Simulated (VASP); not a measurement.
Wanted: the native input for a VASP 6.6.1 run.

```yaml
Task: single point
Functional: r2SCAN
Potentials_or_basis: VASP PAW PBE potentials, release 64 (Al)
Cutoff: 520 eV
k_mesh: 12 × 12 × 6
Occupations: fermi-dirac, width 0.1 eV
Spin: no spin polarisation
Dipole_correction: no
Further_INCAR_settings: ALGO = Normal; EDIFF = 1e-07; NBANDS = 10
```

Al:

```
Al
1.0
     2.86159    0.00000    0.00000
    -1.43080    2.47821    0.00000
     0.00000    0.00000    4.95188
Al
2
Direct
  0.66667 0.33333 0.75000
  0.33333 0.66667 0.25000
```

These files were run (other wordings do the same):

POSCAR

```
Al
1.0
    2.8615907611      0.0000000000      0.0000000000
   -1.4307958893      2.4782108265      0.0000000000
    0.0000000000      0.0000000000      4.9518776285
Al
2
Direct
    0.6666666667      0.3333333333      0.7500000000
    0.3333333333      0.6666666667      0.2500000000
```

INCAR.step1

```
PREC     = Accurate       # precision mode
ENCUT    = 520            # plane-wave cutoff, eV
ISMEAR   = -1             # smearing method
SIGMA    = 0.1            # smearing width, eV
LREAL    = False          # projectors in reciprocal space
LASPH    = True           # aspherical terms in the spheres
NELM     = 80             # most SCF steps
NBANDS   = 10             # bands
GGA      = PE             # functional
ALGO     = Normal         # electronic algorithm
EDIFF    = 1E-4           # SCF threshold, eV
LWAVE    = True           # write WAVECAR
LCHARG   = False          # write CHGCAR
```

INCAR.step2

```
PREC     = Accurate       # precision mode
ENCUT    = 520            # plane-wave cutoff, eV
EDIFF    = 1E-7           # SCF threshold, eV
ISMEAR   = -1             # smearing method
SIGMA    = 0.1            # smearing width, eV
LREAL    = False          # projectors in reciprocal space
LASPH    = True           # aspherical terms in the spheres
NELM     = 80             # most SCF steps
ALGO     = Normal         # electronic algorithm
ISIF     = 2              # what is computed and relaxed
LWAVE    = False          # write WAVECAR
LCHARG   = False          # write CHGCAR
METAGGA  = R2SCAN         # meta-GGA
LMIXTAU  = True         
NBANDS   = 10             # bands
ISTART   = 1
```

KPOINTS

```
regular mesh
0
Gamma
  12 12 6
```

Potentials or basis: VASP PAW PBE potentials, release 64 (Al).

The run is started by

```sh
$ cat potpaw_PBE.64/Al/POTCAR > POTCAR
$ cp INCAR.step1 INCAR
$ mpirun -np 1 vasp_std > vasp.out
$ cp INCAR.step2 INCAR
$ mpirun -np 1 vasp_std > vasp.out
```

Results of the run:

- Pressure: -6.8 GPa
- Band gap on the k mesh: zero (band 3 reaches 11.19 eV, above the bottom of band 4 at 4.23 eV)

Caveat: the PAW data sets were made with another functional, which shifts forces and pressure a little.

It took 110 s on 1 thread of AMD EPYC 7R43 64-Core Processor (Zen 3), with other jobs on the host, peak memory 0.13 GiB.
